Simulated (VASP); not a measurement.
Here is a VASP 6.6.1 calculation.

INCAR

```
SYSTEM = LaB6
  PREC = Accurate
  ENCUT = 520
  EDIFF = 1E-6
  ISMEAR = 0
  SIGMA = 0.05
  LREAL = .False.
  LASPH = .True.
  NELM = 80
  ALGO = Normal
  ISIF = 2
  LWAVE = .False.
  LCHARG = .True.
  GGA = PE
  LELF = .True.
  LVHAR = .True.
  NBANDS = 24
```

The input KPOINTS:

```
Automatic mesh
0
Gamma
  6 6 6
  0 0 0
```

POSCAR

```
LaB6
1.0
    4.1563356264      0.0000000000      0.0000000000
    0.0000000000      4.1563356264      0.0000000000
    0.0000000000      0.0000000000      4.1563356264
La B
1 6
Direct
    0.0000000000      0.0000000000      0.0000000000
    0.1997811361      0.5000000000      0.5000000000
    0.8002188639      0.5000000000      0.5000000000
    0.5000000000      0.5000000000      0.1997811361
    0.5000000000      0.5000000000      0.8002188639
    0.5000000000      0.1997811361      0.5000000000
    0.5000000000      0.8002188639      0.5000000000
```

Potentials or basis: VASP PAW PBE potentials, release 64 (La, B).

The run is started by

```console
$ cat potpaw_PBE.64/La/POTCAR potpaw_PBE.64/B/POTCAR > POTCAR
$ mpirun -np 1 vasp_std > vasp.out
```

Question: What does it give for the pressure?

Answer: -0.3 GPa.

Question: Estimate the largest force.

Answer: 0.030 eV/Å.

Forces on the atoms (eV/Å):
```
La   0.000  0.000  0.000
B   -0.030  0.000  0.000
B    0.030  0.000  0.000
B    0.000  0.000 -0.030
B    0.000  0.000  0.030
B    0.000 -0.030  0.000
B    0.000  0.030  0.000
```
